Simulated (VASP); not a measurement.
# Hf7S16 (a cell with a defect) in VASP: single point with PBE+D3(BJ)

Aim: the single point of Hf7S16 (a cell with a defect) with PBE+D3(BJ).

Everything below comes from runs of VASP 6.6.1. Logs are shortened: lines on timing, memory, paths and dates and some standing lists are left out, and cuts for length are marked.

## 1. The cell of the first run

The cell holds a defect, 23 atoms: a = 8.504 Å, b = 8.504 Å, c = 9.237 Å, α = 115.08°, β = 115.08°, γ = 94.54°.

## 2. Single point, PBE+D3(BJ) (atoms taken out, then relaxed in part)

INCAR

```
PREC = Accurate
ENCUT = 520
EDIFF = 1E-7
ISMEAR = 0
SIGMA = 0.05
LREAL = Auto
LASPH = True
NELM = 100
ALGO = Normal
ISIF = 2
LWAVE = False
LCHARG = False
GGA = PE
IVDW = 12
NBANDS = 100
NELECT = 170.0
```

KPOINTS

```
Automatic mesh
0
Gamma
  4 4 4
```

POSCAR

```
Hf7S16
1.0
   -5.4095179643      3.1231866529      5.7701087873
    5.4095179643     -3.1231866529      5.7701087873
    3.6063453096      6.2463733058     -5.7701087873
Hf S
7 16
Direct
    0.0126036669     -0.0033665748      0.0059448417
    0.4933411747      0.5093114164      0.0059448417
    0.8750000000      0.3750000000      0.2500000000
    0.7373963331      0.7533665748      0.4940551583
    0.2566588253      0.2406885836      0.4940551583
    0.1312876227      0.6312876227      0.7625752453
    0.6187123773      0.1187123773      0.7374247547
    0.4228091648      0.5746858626      0.2500000000
    0.9147483944      0.0822965537      0.2500000000
    0.2910792127      0.9680692967      0.5119366585
    0.7944586355      0.4579683501      0.4996491967
    0.6650586066      0.8324565052      0.7490390866
    0.1660195200      0.3334174186      0.7509609134
    0.0291425542      0.7061326382     -0.0119366585
    0.5448094388      0.2083191534      0.0003508033
    0.3271908352      0.1753141374      0.2500000000
    0.8352516056      0.6677034463      0.2500000000
    0.2051905612      0.5416808466      0.4996491967
    0.7208574458      0.0438673618      0.5119366585
    0.5839804800      0.4165825814      0.7490390866
    0.0849413934      0.9175434948      0.7509609134
    0.9555413645      0.2920316499      0.0003508033
    0.4589207873      0.7819307033     -0.0119366585
```

Potentials or basis: VASP PAW PBE potentials, release 64 (Hf_pv, S).

On the command line:

```sh
$ cat potpaw_PBE.64/Hf_pv/POTCAR potpaw_PBE.64/S/POTCAR > POTCAR
$ mpirun -np 1 vasp_std > vasp.out
```

OUTCAR:

```text
PREC = Accurate
   ENCUT = 520
   EDIFF = 1E-7
   ISMEAR = 0
   LREAL = Auto
   LASPH = True
   NELM = 100
   ISIF = 2
   GGA = PE
   IVDW = 12
   NELECT = 170.0
 IVDW          = 12

 ion  position               nearest neighbor table
   1  0.013  0.997  0.006-  14 2.42  16 2.43  21 2.52   9 2.57  22 2.61  12 2.63   6 3.50   5 3.52
                             3 3.67   4 3.70   7 3.76
   2  0.493  0.509  0.006-  23 2.42   8 2.43  13 2.52  17 2.57  15 2.61  20 2.63   6 3.50   4 3.52
                             3 3.67   5 3.70   7 3.76
   3  0.875  0.375  0.250-  15 2.51  18 2.51  11 2.51  22 2.51   9 2.54  17 2.54   1 3.67   4 3.67
                             2 3.67   5 3.67   6 3.70   7 3.70
   4  0.737  0.753  0.494-  19 2.42   8 2.43  12 2.52  17 2.57  11 2.61  21 2.63   7 3.50   2 3.52
                             3 3.67   1 3.70   6 3.76
   5  0.257  0.241  0.494-  10 2.42  16 2.43  20 2.52   9 2.57  18 2.61  13 2.63   7 3.50   1 3.52
                             3 3.67   2 3.70   6 3.76
   6  0.131  0.631  0.763-  23 2.45  14 2.45  21 2.54  13 2.54  18 2.58  11 2.58   1 3.50   2 3.50
                             3 3.70   4 3.76   5 3.76
   7  0.619  0.119  0.737-  10 2.45  19 2.45  12 2.54  20 2.54  15 2.58  22 2.58   4 3.50   5 3.50
                             3 3.70   1 3.76   2 3.76
   8  0.423  0.575  0.250-   2 2.43   4 2.43
   9  0.915  0.082  0.250-   3 2.54   1 2.57   5 2.57
  10  0.291  0.968  0.512-   5 2.42   7 2.45
  11  0.794  0.458  0.500-   3 2.51   6 2.58   4 2.61
  12  0.665  0.832  0.749-   4 2.52   7 2.54   1 2.63
  13  0.166  0.333  0.751-   2 2.52   6 2.54   5 2.63
  14  0.029  0.706  0.988-   1 2.42   6 2.45
  15  0.545  0.208  0.000-   3 2.51   7 2.58   2 2.61
  16  0.327  0.175  0.250-   5 2.43   1 2.43
  17  0.835  0.668  0.250-   3 2.54   4 2.57   2 2.57
  18  0.205  0.542  0.500-   3 2.51   6 2.58   5 2.61
  19  0.721  0.044  0.512-   4 2.42   7 2.45
  20  0.584  0.417  0.749-   5 2.52   7 2.54   2 2.63
  21  0.085  0.918  0.751-   1 2.52   6 2.54   4 2.63
  22  0.956  0.292  0.000-   3 2.51   7 2.58   1 2.61
  23  0.459  0.782  0.988-   2 2.42   6 2.45

  LATTYP: Found a face centered orthorhombic cell.
 ALAT       =    11.5402175746
 B/A-ratio  =     1.0825399548
 C/A-ratio  =     1.2500094686

  Lattice vectors:

 A1 = (   9.0158632739,   3.1231866529,   0.0000000000)
 A2 = (   3.6063453096,   6.2463733058,   5.7701087873)
 A3 = (   5.4095179643,  -3.1231866529,   5.7701087873)

Analysis of symmetry for initial positions (statically):
=====================================================================
 Subroutine PRICEL returns:
 Original cell was already a primitive cell.

 Routine SETGRP: Setting up the symmetry group for a
 face centered orthorhombic supercell.

 Subroutine GETGRP returns: Found  4 space group operations
 (whereof  1 operations were pure point group operations)
 out of a pool of  8 trial point group operations.

The static configuration has the point symmetry C_1 .
 The point group associated with its full space group is C_2h.

Analysis of symmetry for dynamics (positions and initial velocities):
=====================================================================
 Subroutine PRICEL returns:
 Original cell was already a primitive cell.

 Routine SETGRP: Setting up the symmetry group for a
 face centered orthorhombic supercell.

 Subroutine GETGRP returns: Found  4 space group operations
 (whereof  1 operations were pure point group operations)
 out of a pool of  8 trial point group operations.

The dynamic configuration has the point symmetry C_1 .
 The point group associated with its full space group is C_2h.

 Subroutine INISYM returns: Found  4 space group operations
 (whereof  1 operations are pure point group operations),
 and found     1 'primitive' translations

----------------------------------------------------------------------------------------

                                     Primitive cell

  volume of cell :     519.9232

  direct lattice vectors                    reciprocal lattice vectors
    -5.409517964  3.123186653  5.770108787    -0.034661129  0.100058061  0.086653479
     5.409517964 -3.123186653  5.770108787     0.103983387  0.020011612  0.086653479
     3.606345310  6.246373306 -5.770108787     0.069322258  0.120069673  0.000000000

  length of vectors
     8.503607169  8.503607169  9.236723520     0.136827756  0.136827756  0.138644516

  position of ions in fractional coordinates (direct lattice)
     0.012603667  0.996633425  0.005944842
     0.493341175  0.509311416  0.005944842
     0.875000000  0.375000000  0.250000000
     0.737396333  0.753366575  0.494055158
     0.256658825  0.240688584  0.494055158
     0.131287623  0.631287623  0.762575245
[... 15 lines left out ...]
     0.955541365  0.292031650  0.000350803
     0.458920787  0.781930703  0.988063342

  ion indices of the primitive-cell ions
   primitive index   ion index
                 1           1
                 2           2
                 3           3
                 4           4
                 5           5
                 6           6
[... 15 lines left out ...]
                22          22
                23          23

----------------------------------------------------------------------------------------

 KPOINTS: Automatic mesh

Automatic generation of k-mesh.
 Grid dimensions read from file:
 generate k-points for:    4    4    4

 Generating k-lattice:

  Cartesian coordinates                     Fractional coordinates (reciprocal lattice)
    -0.008665282  0.025014515  0.021663370     0.250000000  0.000000000  0.000000000
     0.025995847  0.005002903  0.021663370     0.000000000  0.250000000 -0.000000000
     0.017330565  0.030017418  0.000000000     0.000000000  0.000000000  0.250000000

  Length of vectors
     0.034206939  0.034206939  0.034661129

  Shift w.r.t. Gamma in fractional coordinates (k-lattice)
     0.000000000  0.000000000  0.000000000

 Subroutine IBZKPT returns following result:
 ===========================================

 Found     24 irreducible k-points:

 Following reciprocal coordinates:
            Coordinates               Weight
  0.000000  0.000000  0.000000      1.000000
  0.250000  0.000000  0.000000      4.000000
  0.000000  0.250000 -0.250000      4.000000
  0.500000  0.000000  0.000000      2.000000
  0.000000  0.500000  0.500000      2.000000
  0.250000  0.250000 -0.000000      4.000000
[... 16 lines left out ...]
 -0.250000  0.250000  0.500000      2.000000
  0.500000  0.500000  0.500000      1.000000
   k-points           NKPTS =     24   k-points in BZ     NKDIM =     24   number of bands    NBANDS=    100
   number of dos      NEDOS =    301   number of ions     NIONS =     23
   total plane-waves  NPLWV = 286720
   dimension x,y,z NGX =    64 NGY =   64 NGZ =   70
   dimension x,y,z NGXF=   128 NGYF=  128 NGZF=  140
   ions per type =               7  16
   NGX,Y,Z   is equivalent  to a cutoff of  12.51, 12.51, 12.60 a.u.
   NGXF,Y,Z  is equivalent  to a cutoff of  25.02, 25.02, 25.20 a.u.
 SYSTEM =  unknown system
   PREC   = accura    normal or accurate (medium, high low for compatibility)
   ISTART =      0    job   : 0-new  1-cont  2-samecut
   ICHARG =      2    charge: 1-file 2-atom 10-const
   ISPIN  =      1    spin polarized calculation?
   LNONCOLLINEAR =      F non collinear calculations
   LSORBIT =      F    spin-orbit coupling
   LASPH  =      T    aspherical Exc in radial PAW
   ENCUT  =  520.0 eV  38.22 Ry    6.18 a.u.  15.81 15.81 17.17*2*pi/ulx,y,z
   NELM   =    100;   NELMIN=  2; NELMDL= -5     # of ELM steps
   EDIFF  = 0.1E-06   stopping-criterion for ELM
   LREAL  =      T    real-space projection
   EDIFFG = 0.1E-05   stopping-criterion for IOM
   NSW    =      0    number of steps for IOM
   IBRION =     -1    ionic relax: 0-MD 1-quasi-New 2-CG
   NFREE  =      0    steps in history (QN), initial steepest desc. (CG)
   ISIF   =      2    stress and relaxation
   ISYM   =      2    0-nonsym 1-usesym 2-fastsym
   POTIM  = 0.5000    time-step for ionic-motion
   TEBEG  =    0.0;   TEEND  =   0.0 temperature during run
   PSTRESS=    0.0 pullay stress
   NELECT =     170.0000    total number of electrons
   NUPDOWN=      -1.0000    fix difference up-down
   EMIN   =  10.00;   EMAX   =-10.00  energy-range for DOS
   EFERMI =   0.00;   METHOD = LEGACY
   ISMEAR =     0;   SIGMA  =   0.05  broadening in eV -4-tet -1-fermi 0-gaus
   EFERMI_NEDOS =   21; number of points for ismear=-14 and -15
   IALGO  =     38    algorithm
   IMIX   =      4    mixing-type and parameters
     AMIX     =   0.40;   BMIX     =  1.00
     AMIX_MAG =   1.60;   BMIX_MAG =  1.00
  volume/ion in A,a.u.               =      22.61       152.55
  Fermi-wavevector in a.u.,A,eV,Ry     =   1.127833  2.131295 17.306704  1.272007
  Thomas-Fermi vector in A             =   2.264521
   LORBIT       =      0    0 simple, 1 ext, 2 COOP (PROOUT), +10 PAW based schemes
   GGA     = PE    functional components
   LHFCALC =     F    Hartree Fock is set to
   AEXX    =    0.0000 exact exchange contribution
   IVDW    =    12    specifies the selected vdW correction
   LEPSILON=     F    determine dielectric tensor
   LRPA    =     F    only Hartree local field effects (RPA)
 non-spin polarized calculation
 Gauss-broadening in eV      SIGMA  =   0.05
  energy-cutoff  :      520.00
  volume of cell :      519.92
 maximum number of plane-waves:     14042
   NGX = 31   NGY = 31   NGZ = 35

 number of electron     169.9999997 magnetization

 Free energy of the ion-electron system (eV)
  ---------------------------------------------------
  ext. energy  EPLUGINS =         0.00000000
  ---------------------------------------------------
  free energy    TOTEN  =      -152.00518769 eV

  energy without entropy =     -152.00518769  energy(sigma->0) =     -152.00518769

 E-fermi :   3.6227     XC(G=0):  -9.6917

 val. band max:        3.3422085640   @ k =  -0.0000   0.0000   0.2500
 cond. band min:       4.4192944866   @ k =  -0.0000   0.0000   0.5000
 fundamental gap:      1.0770859226
 Fermi energy:         3.6227084647

 k-point     1 :       0.0000    0.0000    0.0000
  band No.  band energies     occupation
      1     -27.6673      2.00000
      2     -27.6370      2.00000
      3     -27.6074      2.00000
      4     -27.4911      2.00000
      5     -27.4782      2.00000
      6     -27.4594      2.00000
[... 89 lines left out ...]
     96       6.3329      0.00000
     97       6.4727      0.00000

 k-point     2 :       0.2500    0.0000    0.0000
  band No.  band energies     occupation
      1     -27.6670      2.00000
      2     -27.6377      2.00000
      3     -27.6073      2.00000
      4     -27.4963      2.00000
      5     -27.4725      2.00000
      6     -27.4639      2.00000
[... 2189 lines left out ...]
     96       6.4817      0.00000
     97       6.6203      0.00000

 k-point    24 :       0.5000    0.5000    0.5000
  band No.  band energies     occupation
      1     -27.6673      2.00000
      2     -27.6370      2.00000
      3     -27.6074      2.00000
      4     -27.4911      2.00000
      5     -27.4782      2.00000
      6     -27.4595      2.00000
[... 89 lines left out ...]
     96       6.2798      0.00000
     97       6.3546      0.00000
 [bands above 97 left out]

------------------------ aborting loop because EDIFF is reached ----------------------------------------

 Edisp (eV)   -7.38830

 E8    (eV) :    -3.1515

  FORCE on cell =-STRESS in cart. coord.  units (eV):
  Direction    XX          YY          ZZ          XY          YZ          ZX
  --------------------------------------------------------------------------------------
  -------------------------------------------------------------------------------------
  Total      32.87203    32.78016    36.31075    -0.07956    -0.01936     0.03353
  in kB     101.29729   101.01418   111.89394    -0.24518    -0.05965     0.10332
  external pressure =      104.74 kB  Pullay stress =        0.00 kB

 VOLUME and BASIS-vectors are now :
 -----------------------------------------------------------------------------
  energy-cutoff  :      520.00
  volume of cell :      519.92
      direct lattice vectors                 reciprocal lattice vectors
    -5.409517964  3.123186653  5.770108787    -0.034661129  0.100058061  0.086653479
     5.409517964 -3.123186653  5.770108787     0.103983387  0.020011612  0.086653479
     3.606345310  6.246373306 -5.770108787     0.069322258  0.120069673  0.000000000

 POSITION                                       TOTAL-FORCE (eV/Angst)
 -----------------------------------------------------------------------------------
      5.34457     -3.03617      5.78911        -0.007307      0.008977     -0.003032
      0.10783     -0.01274      5.75111         0.011428     -0.001840      0.003032
     -1.80317      3.12319      5.77011        -0.000000      0.000000     -0.000000
      1.86812      3.03617      5.75111         0.007307     -0.008977      0.003032
      1.69534      3.13593      0.01900        -0.011428      0.001840     -0.003032
      5.45487      3.20174      0.00000         0.001757      0.003043     -0.000000
[... 15 lines left out ...]
     -3.58800      2.07446      7.19661         0.010136      0.002808     -0.054550
      5.31063      5.16299      1.45862        -0.028411     -0.013908     -0.051942
 -----------------------------------------------------------------------------------
    total drift:                                0.000002      0.000003     -0.000007

  FREE ENERGIE OF THE ION-ELECTRON SYSTEM (eV)
  ---------------------------------------------------
  free  energy   TOTEN  =      -159.3934913655 eV

  energy  without entropy=     -159.3934913655  energy(sigma->0) =     -159.39349137
```

Run time: 27 min. Hardware: 1 thread of Intel Xeon 6975P-C (Granite Rapids), shared host; peak memory 1.1 GiB.

Results:

```
Free energy                : -159.3935 eV
Largest force              : 0.061 eV/Å
Dispersion energy per atom : -0.321 eV
```

Forces on the atoms (eV/Å):
```
Hf  -0.007  0.009 -0.003
Hf   0.011 -0.002  0.003
Hf   0.000  0.000  0.000
Hf   0.007 -0.009  0.003
Hf  -0.011  0.002 -0.003
Hf   0.002  0.003  0.000
Hf  -0.002 -0.003  0.000
S   -0.029  0.017  0.051
S   -0.002  0.001  0.058
S    0.028  0.014  0.052
S   -0.010 -0.003  0.055
S   -0.004 -0.004  0.054
S    0.001  0.006  0.054
S    0.002 -0.032  0.052
S   -0.003  0.010  0.055
S    0.029 -0.017 -0.051
S    0.002 -0.001 -0.058
S    0.003 -0.010 -0.055
S   -0.002  0.032 -0.052
S   -0.001 -0.006 -0.054
S    0.004  0.004 -0.054
S    0.010  0.003 -0.055
S   -0.028 -0.014 -0.052
```

Levels at points of the mesh, in eV from the Fermi level:
| k point | band 81 | band 82 | band 83 | band 84 | band 85 | band 86 | band 87 | band 88 | band 89 | band 90 |
| --- | --- | --- | --- | --- | --- | --- | --- | --- | --- | --- |
| (0.00, 0.00, 0.00) | -0.90 | -0.85 | -0.47 | -0.46 | -0.29 | 0.92 | 1.46 | 1.52 | 1.58 | 1.67 |
| (0.50, 0.00, 0.00) | -0.99 | -0.90 | -0.74 | -0.60 | -0.58 | 0.98 | 1.36 | 1.38 | 1.56 | 1.61 |
| (0.00, 0.50, 0.50) | -1.21 | -1.00 | -0.82 | -0.80 | -0.48 | 1.16 | 1.40 | 1.56 | 1.63 | 1.66 |
| (0.50, 0.50, 0.00) | -1.17 | -1.13 | -0.75 | -0.60 | -0.55 | 0.95 | 1.06 | 1.12 | 1.73 | 1.93 |
| (0.00, 0.00, 0.50) | -1.10 | -1.07 | -0.70 | -0.58 | -0.44 | 0.80 | 0.95 | 1.09 | 1.75 | 1.80 |
| (0.50, 0.50, 0.50) | -0.91 | -0.76 | -0.64 | -0.63 | -0.62 | 0.83 | 1.49 | 1.52 | 1.59 | 1.75 |

Caveat: the cell carries a net charge on a neutralising background, which shifts energy and pressure; the cell differs from its parent crystal (atoms taken out, then relaxed in part); the cell is charged against a uniform background, so pressure and absolute levels hang on convention; spin-orbit coupling is left out, which moves the levels of the heavy elements.
